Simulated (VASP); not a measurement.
# Na (P6_3/mmc) in VASP: a series of runs

The runs below take Na through relaxation of cell and atoms, with PBE.

Program: VASP 6.6.1. These are calculated values, not measurements. Logs are shortened: lines on timing, memory, paths and dates and some standing lists are left out, and cuts for length are marked.

**1. The cell of the first run**

The structure is hexagonal, space group P6_3/mmc (No. 194). The conventional cell has a = 2.764 Å, b = 2.764 Å, c = 9.052 Å, α = 90.00°, β = 90.00°, γ = 120.00°. Within 3.6 Å of Na (site symmetry -3m) lie 12 Na at 2.76 to 2.77 Å. Na (site symmetry -6m2) has 12 Na at 2.76 to 2.77 Å within 3.6 Å.

This isn't the form of Na at room conditions, which is bcc.

**2. Relaxation of cell and atoms, PBE, target pressure 60 GPa, at which the enthalpy is minimised**

File INCAR:

```
ALGO = Fast
EDIFF = 1E-7
EDIFFG = -0.008
ENCUT = 600
GGA = PE
IBRION = 2
ISIF = 3
ISMEAR = 0
LASPH = T
LCHARG = F
LREAL = F
LWAVE = F
NELM = 100
NSW = 70
PREC = Accurate
PSTRESS = 600.0
SIGMA = 0.1
```

File KPOINTS:

```
k-points
0
Gamma
  18 18 6
```

File POSCAR:

```
Na
1.0
    2.7644072619      0.0000000000      0.0000000000
   -1.3822036310      2.3940469152      0.0000000000
    0.0000000000      0.0000000000      9.0522983940
Na
4
Direct
    0.0000000000      0.0000000000      0.0000000000
    0.3333333333      0.6666666667      0.2500000000
    0.0000000000      0.0000000000      0.5000000000
    0.6666666667      0.3333333333      0.7500000000
```

Potentials or basis: VASP PAW PBE potentials, release 64 (Na_pv).

The run is started by

```console
$ cat potpaw_PBE.64/Na_pv/POTCAR > POTCAR
$ mpirun -np 1 vasp_std > vasp.out
```

OUTCAR:

```text
EDIFF = 1E-7
   EDIFFG = -0.008
   ENCUT = 600
   GGA = PE
   IBRION = 2
   ISIF = 3
   ISMEAR = 0
   LASPH = T
   LREAL = F
   NELM = 100
   NSW = 70
   PREC = Accurate
   PSTRESS = 600.0

 ion  position               nearest neighbor table
   1  0.000  0.000  0.000-   2 2.77   4 2.77   4 2.77   2 2.77   4 2.77   2 2.77
   2  0.333  0.667  0.250-   1 2.77   3 2.77   1 2.77   3 2.77   1 2.77   3 2.77
   3  0.000  0.000  0.500-   2 2.77   4 2.77   4 2.77   2 2.77   4 2.77   2 2.77
   4  0.667  0.333  0.750-   1 2.77   3 2.77   1 2.77   3 2.77   1 2.77   3 2.77

  LATTYP: Found a hexagonal cell.
 ALAT       =     2.7644072619
 C/A-ratio  =     3.2745892831

  Lattice vectors:

 A1 = (   2.7644072619,   0.0000000000,   0.0000000000)
 A2 = (  -1.3822036310,   2.3940469152,   0.0000000000)
 A3 = (   0.0000000000,   0.0000000000,   9.0522983940)

Analysis of symmetry for initial positions (statically):
=====================================================================
 Subroutine PRICEL returns:
 Original cell was already a primitive cell.

 Routine SETGRP: Setting up the symmetry group for a
 hexagonal supercell.

 Subroutine GETGRP returns: Found 24 space group operations
 (whereof 12 operations were pure point group operations)
 out of a pool of 24 trial point group operations.

The static configuration has the point symmetry D_3d.
 The point group associated with its full space group is D_6h.

Analysis of symmetry for dynamics (positions and initial velocities):
=====================================================================
 Subroutine PRICEL returns:
 Original cell was already a primitive cell.

 Routine SETGRP: Setting up the symmetry group for a
 hexagonal supercell.

 Subroutine GETGRP returns: Found 24 space group operations
 (whereof 12 operations were pure point group operations)
 out of a pool of 24 trial point group operations.

The dynamic configuration has the point symmetry D_3d.
 The point group associated with its full space group is D_6h.

 Subroutine INISYM returns: Found 24 space group operations
 (whereof 12 operations are pure point group operations),
 and found     1 'primitive' translations

----------------------------------------------------------------------------------------

                                     Primitive cell

  volume of cell :      59.9092

  direct lattice vectors                    reciprocal lattice vectors
     2.764407262  0.000000000  0.000000000     0.361741200  0.208851379  0.000000000
    -1.382203631  2.394046915  0.000000000     0.000000000  0.417702758  0.000000000
     0.000000000  0.000000000  9.052298394     0.000000000  0.000000000  0.110469182

  length of vectors
     2.764407262  2.764407262  9.052298394     0.417702758  0.417702758  0.110469182

  position of ions in fractional coordinates (direct lattice)
[... 71 lines left out ...]
   NGX,Y,Z   is equivalent  to a cutoff of  14.43, 14.43, 13.22 a.u.
   NGXF,Y,Z  is equivalent  to a cutoff of  28.87, 28.87, 26.45 a.u.
 SYSTEM =  unknown system
   PREC   = accura    normal or accurate (medium, high low for compatibility)
   ISTART =      0    job   : 0-new  1-cont  2-samecut
   ICHARG =      2    charge: 1-file 2-atom 10-const
   ISPIN  =      1    spin polarized calculation?
   LNONCOLLINEAR =      F non collinear calculations
   LSORBIT =      F    spin-orbit coupling
   LASPH  =      T    aspherical Exc in radial PAW
   ENCUT  =  600.0 eV  44.10 Ry    6.64 a.u.   5.52  5.52 18.08*2*pi/ulx,y,z
   NELM   =    100;   NELMIN=  2; NELMDL= -5     # of ELM steps
   EDIFF  = 0.1E-06   stopping-criterion for ELM
   LREAL  =      F    real-space projection
   EDIFFG = -.8E-02   stopping-criterion for IOM
   NSW    =     70    number of steps for IOM
   IBRION =      2    ionic relax: 0-MD 1-quasi-New 2-CG
   NFREE  =      1    steps in history (QN), initial steepest desc. (CG)
   ISIF   =      3    stress and relaxation
   ISYM   =      2    0-nonsym 1-usesym 2-fastsym
   POTIM  = 0.5000    time-step for ionic-motion
   TEBEG  =    0.0;   TEEND  =   0.0 temperature during run
   PSTRESS=  600.0 pullay stress
   NELECT =      28.0000    total number of electrons
   NUPDOWN=      -1.0000    fix difference up-down
   EMIN   =  10.00;   EMAX   =-10.00  energy-range for DOS
   EFERMI =   0.00;   METHOD = LEGACY
   ISMEAR =     0;   SIGMA  =   0.10  broadening in eV -4-tet -1-fermi 0-gaus
   EFERMI_NEDOS =   21; number of points for ismear=-14 and -15
   IALGO  =     68    algorithm
   IMIX   =      4    mixing-type and parameters
     AMIX     =   0.40;   BMIX     =  1.00
     AMIX_MAG =   1.60;   BMIX_MAG =  1.00
  volume/ion in A,a.u.               =      14.98       101.07
  Fermi-wavevector in a.u.,A,eV,Ry     =   1.270466  2.400832 21.960939  1.614083
  Thomas-Fermi vector in A             =   2.403452
   LORBIT       =      0    0 simple, 1 ext, 2 COOP (PROOUT), +10 PAW based schemes
   GGA     = PE    functional components
   LHFCALC =     F    Hartree Fock is set to
   AEXX    =    0.0000 exact exchange contribution
   IVDW    =     0    specifies the selected vdW correction
   LEPSILON=     F    determine dielectric tensor
   LRPA    =     F    only Hartree local field effects (RPA)
 conjugate gradient relaxation of ions
 non-spin polarized calculation
 RMM-DIIS sequential band-by-band and
 Gauss-broadening in eV      SIGMA  =   0.10
  energy-cutoff  :      600.00
  volume of cell :       59.91
 maximum number of plane-waves:      2041
 NGX is ok and might be reduce to    24
   NGX = 11   NGY = 11   NGZ = 37

--------------------------------------- Ionic step        1  -------------------------------------------

 number of electron      27.9999965 magnetization

 Free energy of the ion-electron system (eV)
  ---------------------------------------------------
  ext. energy  EPLUGINS =         0.00000000
  ---------------------------------------------------
  free energy    TOTEN  =        -0.19549924 eV

  energy without entropy =       -0.19068244  energy(sigma->0) =       -0.19309084

 E-fermi :   4.9353     XC(G=0):  -9.4709

 val. band max:        4.9235041580   @ k =   0.4444  -0.0000   0.3333
 cond. band min:       4.9665081742   @ k =   0.3333   0.1111   0.0000
 fundamental gap:      0.0430040162
 Fermi energy:         4.9352853998

 k-point     1 :       0.0000    0.0000    0.0000
  band No.  band energies     occupation
      1     -20.8886      2.00000
      2     -20.6010      2.00000
      3     -20.5987      2.00000
      4     -20.3553      2.00000
      5     -20.3553      2.00000
      6     -20.3236      2.00000
[... 734 lines left out ...]
--------------------------------------- Ionic step        7  -------------------------------------------

 number of electron      27.9999996 magnetization

 Free energy of the ion-electron system (eV)
  ---------------------------------------------------
  ext. energy  EPLUGINS =         0.00000000
  ---------------------------------------------------
  free energy    TOTEN  =         2.32069436 eV

  energy without entropy =        2.32511570  energy(sigma->0) =        2.32290503

 E-fermi :   6.2690     XC(G=0): -10.1053

 val. band max:        6.2562597976   @ k =   0.4444  -0.0000   0.3333
 cond. band min:       6.2966289303   @ k =   0.3333   0.1111   0.0000
 fundamental gap:      0.0403691328
 Fermi energy:         6.2690264936

 k-point     1 :       0.0000    0.0000    0.0000
  band No.  band energies     occupation
      1     -20.2017      2.00000
      2     -19.7804      2.00000
      3     -19.7767      2.00000
      4     -19.4097      2.00000
      5     -19.4097      2.00000
      6     -19.3647      2.00000
[... 530 lines left out ...]
  energy  without entropy=        2.3251157006  energy(sigma->0) =        2.32290503

  enthalpy is  TOTEN    =        21.6271632057 eV   P V=       19.3064688477

 reached required accuracy - stopping structural energy minimisation
```

OSZICAR:

```text
N       E                     dE             d eps       ncg     rms          rms(c)
DAV:   1     0.271246667403E+03    0.27125E+03   -0.17643E+04  5344   0.229E+03
DAV:   2     0.123621119110E+02   -0.25888E+03   -0.25656E+03  5338   0.505E+02
DAV:   3    -0.463889721145E-01   -0.12409E+02   -0.12338E+02  5862   0.136E+02
DAV:   4    -0.240395070399E+00   -0.19401E+00   -0.19388E+00  5986   0.179E+01
[... 79 lines left out ...]
RMM:   2     0.232047406252E+01    0.63999E-03   -0.61703E-04  5640   0.407E-01    0.103E-01
RMM:   3     0.232068355085E+01    0.20949E-03   -0.28487E-04  5692   0.260E-01    0.995E-03
RMM:   4     0.232069469488E+01    0.11144E-04   -0.18184E-05  5548   0.747E-02    0.124E-03
RMM:   5     0.232069439943E+01   -0.29545E-06   -0.40661E-06  5674   0.245E-02    0.631E-04
RMM:   6     0.232069435803E+01   -0.41400E-07   -0.58207E-07  5247   0.132E-02
   7 F= 0.21627163E+02 E0= 0.21629374E+02  d E =-.161092E-03
```

It took 5.4 min on 1 thread of Intel Xeon 6975P-C (Granite Rapids), shared host; peak memory 0.3 GiB.

What came out:

* Free energy: 2.3207 eV
* Relaxed volume: 12.89 Å³/atom
* Relaxed cell: a = 2.630 Å, b = 2.630 Å, c = 8.609 Å, α = 90.00°, β = 90.00°, γ = 120.00°
* Space group after relaxing (to 0.1 Å): P6_3/mmc (No. 194)
* Energy change on relaxing (the run minimises the enthalpy): +629.0 meV/atom
* Ionic steps: 7
* Pressure after relaxing: 60.0 GPa
* Band gap on the k mesh: zero (bands 14 and 15 overlap by 6.26 eV)

The path:
```tsv
step	energy change (eV)	largest force (eV/Å)	pressure (GPa)	volume (Å³)
1	0.0000	0.0000	38.47	59.91
2	6.0161	0.0000	93.61	44.10
3	2.4332	0.0000	59.32	51.78
4	2.5033	0.0000	59.88	51.59
5	2.5626	0.0000	60.46	51.43
6	2.4705	0.0000	59.55	51.68
7	2.5162	0.0000	59.98	51.55
```

Final structure:
```xyz
4
Lattice="2.6296 0.0000 0.0000 -1.3148 2.2773 0.0000 0.0000 0.0000 8.6091" Properties=species:S:1:pos:R:3 pbc="T T T"
Na    0.0000    0.0000    0.0000
Na    0.0000    1.5182    2.1523
Na    0.0000    0.0000    4.3046
Na    1.3148    0.7591    6.4568
```

Levels at points of the mesh, in eV from the Fermi level:
| k point | band 12 | band 13 | band 14 | band 15 | band 16 | band 17 |
| --- | --- | --- | --- | --- | --- | --- |
| (0.00, 0.00, 0.00) | -25.59 | -6.43 | -4.23 | -4.23 | 0.81 | 2.01 |
| (0.50, 0.00, 0.00) | -25.68 | 0.32 | 0.64 | 1.78 | 2.33 | 2.45 |
| (0.00, 0.00, 0.50) | -25.60 | -5.85 | -5.85 | -1.78 | -1.78 | 5.21 |
| (0.50, 0.00, 0.50) | -25.71 | 0.63 | 0.63 | 1.32 | 1.32 | 3.81 |

Caveat: the cell is relaxed towards a set pressure, so the run minimises the enthalpy, not the energy.

**3. Relaxation of cell and atoms, PBE, target pressure 15 GPa, at which the enthalpy is minimised**

This run uses another cell than the first one, of 21.81 Å³/atom.

File INCAR:

```
  ALGO = Fast
  EDIFF = 1E-6
  EDIFFG = -0.008
  ENCUT = 600
  GGA = PE
  IBRION = 2
  ISIF = 3
  ISMEAR = 0
  LASPH = True
  LCHARG = False
  LREAL = False
  LWAVE = False
  NELM = 100
  NSW = 70
  PREC = Accurate
  PSTRESS = 150.0
  SIGMA = 0.1
```

File KPOINTS:

```
k-points
0
Gamma
  18 18 4
```

File POSCAR:

```
Na
1.0
    3.1402680526      0.0000000000      0.0000000000
   -1.5701340263      2.7195519082      0.0000000000
    0.0000000000      0.0000000000     10.2169903212
Na
4
Direct
    0.0000000000      0.0000000000      0.0000000000
    0.3333333333      0.6666666667      0.2500000000
    0.0000000000      0.0000000000      0.5000000000
    0.6666666667      0.3333333333      0.7500000000
```

Potentials or basis: VASP PAW PBE potentials, release 64 (Na_pv).

The run is started by

```console
$ cat potpaw_PBE.64/Na_pv/POTCAR > POTCAR
$ mpirun -np 1 vasp_std > vasp.out
```

Run time: 6.1 min. Hardware: 1 thread of Intel Xeon 6975P-C (Granite Rapids), shared host; peak memory 0.34 GiB.

It converged, with:

```
Free energy                                                : -3.2918 eV
Relaxed volume                                             : 20.00 Å³/atom
Relaxed cell                                               : a = 3.036 Å, b = 3.036 Å, c = 10.023 Å, α = 90.00°, β = 90.00°, γ = 120.00°
Space group after relaxing (to 0.1 Å)                      : P6_3/mmc (No. 194)
Energy change on relaxing (the run minimises the enthalpy) : +146.1 meV/atom
Ionic steps                                                : 8
Pressure after relaxing                                    : 15.0 GPa
Band gap on the k mesh                                     : zero (bands 14 and 15 overlap by 5.19 eV)
```

Stress tensor (GPa, compression positive):
```
15.02  0.00  0.00
 0.00 15.02  0.00
 0.00  0.00 14.94
```

The path:
| step | energy change (eV) | largest force (eV/Å) | pressure (GPa) | volume (Å³) |
| --- | --- | --- | --- | --- |
| 1 | 0.0000 | 0.0000 | 11.02 | 87.25 |
| 2 | 0.5295 | 0.0000 | 14.70 | 80.60 |
| 3 | 0.5711 | 0.0000 | 14.96 | 80.15 |
| 4 | 0.5840 | 0.0000 | 15.10 | 80.01 |
| 5 | 0.5699 | 0.0000 | 14.98 | 80.16 |
| 6 | 0.5550 | 0.0000 | 14.88 | 80.31 |
| 7 | 0.5659 | 0.0000 | 14.89 | 80.20 |
| 8 | 0.5844 | 0.0000 | 14.99 | 80.00 |

Final structure:
```
Na
1.0
     3.03582    0.00000    0.00000
    -1.51791    2.62910    0.00000
     0.00000    0.00000   10.02296
Na
4
Cartesian
  0.0000 0.0000 0.0000
  0.0000 1.7527 2.5057
  0.0000 0.0000 5.0115
  1.5179 0.8764 7.5172
```

Levels at points of the mesh, in eV from the Fermi level:
```csv
k point,band 10,band 11,band 12,band 13,band 14,band 15,band 16,band 17,band 18
"(0.00, 0.00, 0.00)",-24.83,-24.83,-24.83,-4.89,-3.32,-3.32,0.56,1.55,7.67
"(0.50, 0.00, 0.00)",-24.89,-24.87,-24.86,0.31,0.54,1.43,1.77,2.08,2.31
"(0.00, 0.00, 0.50)",-24.84,-24.84,-24.84,-4.49,-4.49,-1.47,-1.47,4.13,4.13
"(0.50, 0.00, 0.50)",-24.88,-24.87,-24.87,0.57,0.57,1.05,1.05,3.38,3.38
```

Caveat: the cell is relaxed towards a set pressure, so the run minimises the enthalpy, not the energy.

(Part 1 of 2 ends here.)

The gap in the log of VASP goes by the Fermi energy; the results here count the filled bands.